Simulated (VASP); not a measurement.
**TiC: single point with PBE**

The system is TiC.

```
CELL_PARAMETERS angstrom
0.00000 2.07604 2.07604
2.07604 0.00000 2.07604
2.07604 2.07604 0.00000
ATOMIC_POSITIONS crystal
Ti 0.00000 0.00000 0.00000
C 0.50000 0.50000 0.50000
```

This cell differs from its parent crystal: volume scaled by 0.88.

```json
{"Program": "VASP 6.6.1", "Task": "single point", "Functional": "PBE", "Potentials or basis": "VASP PAW PBE potentials, release 64 (Ti_sv, C)", "Cutoff": "520 eV", "k mesh": "16 × 16 × 16", "Occupations": "gaussian, width 0.1 eV", "Spin": "no spin polarisation", "Dipole correction": "no", "Further INCAR settings": "ALGO = Normal; EDIFF = 1e-06; NBANDS = 15"}
```

The pressure is 41.4 GPa. The band gap on the k mesh is zero (band 8 reaches 11.70 eV, above the bottom of band 9 at 10.54 eV).

Levels at points of the mesh, in eV from the Fermi level:
| k point | band 6 | band 7 | band 8 | band 9 | band 10 | band 11 |
| --- | --- | --- | --- | --- | --- | --- |
| (0.00, 0.00, 0.00) | 0.73 | 0.73 | 0.73 | 1.85 | 1.85 | 1.85 |
| (0.50, 0.00, 0.00) | -6.44 | -3.33 | -3.33 | 3.45 | 3.45 | 4.87 |
| (0.50, 0.50, 0.00) | -3.47 | -2.03 | 0.10 | 0.10 | 3.20 | 4.18 |

It took 30 s on 1 thread of Intel(R) Xeon(R) Platinum 8488C (Sapphire Rapids), on a shared host, peak memory 0.17 GiB.
